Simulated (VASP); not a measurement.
A run of VASP 6.6.1 is set up as follows.

INCAR

```
SYSTEM = Ni3N2
ALGO = Normal ; EDIFF = 1E-6
ENCUT = 600 ; GGA = PE
GGA_COMPAT = .False. ; ISIF = 2
ISMEAR = 0 ; ISPIN = 2
LASPH = .True. ; LCHARG = .False.
LMAXMIX = 4 ; LORBIT = 11
LREAL = .False. ; LWAVE = .False.
MAGMOM = 0.37 0.37 0 0 0 ; NBANDS = 44
NELM = 200 ; PREC = Accurate
SIGMA = 0.1
```

KPOINTS

```
k-points
0
Gamma
  12 12 8
  0 0 0
```

Contents of POSCAR:

```
Ni3N2
1.0
    4.0635771811      0.0000000000      0.0000000000
   -2.0317885905      3.5191610691      0.0000000000
    0.0000000000      0.0000000000      4.6670333826
Ni N
3 2
Direct
    0.3333333333      0.6666666667      0.5000000000
    0.6666666667      0.3333333333      0.5000000000
    0.0000000000      0.0000000000      0.0000000000
    0.0000000000      0.0000000000      0.3677672699
    0.0000000000      0.0000000000      0.6322327301
```

Potentials or basis: VASP PAW PBE potentials, release 64 (Ni_sv_GW, N).

Launch:

```console
$ cat potpaw_PBE.64/Ni_sv_GW/POTCAR potpaw_PBE.64/N/POTCAR > POTCAR
$ mpirun -np 1 vasp_std > vasp.out
```

Problem. What does it give for the pressure?

Solution. -1.8 GPa.

Problem. Predict the site moments.

Solution. Ni +0.36, -0.02 (each value once); N +0.00 μB.

Forces in eV/Å, atoms in the order of the input:
```
Ni   0.000  0.000  0.000
Ni   0.000  0.000  0.000
Ni   0.000  0.000  0.000
N    0.000  0.000 -0.226
N    0.000  0.000  0.226
```

Caveat: the standard files for N, O and F lose accuracy on very short bonds.
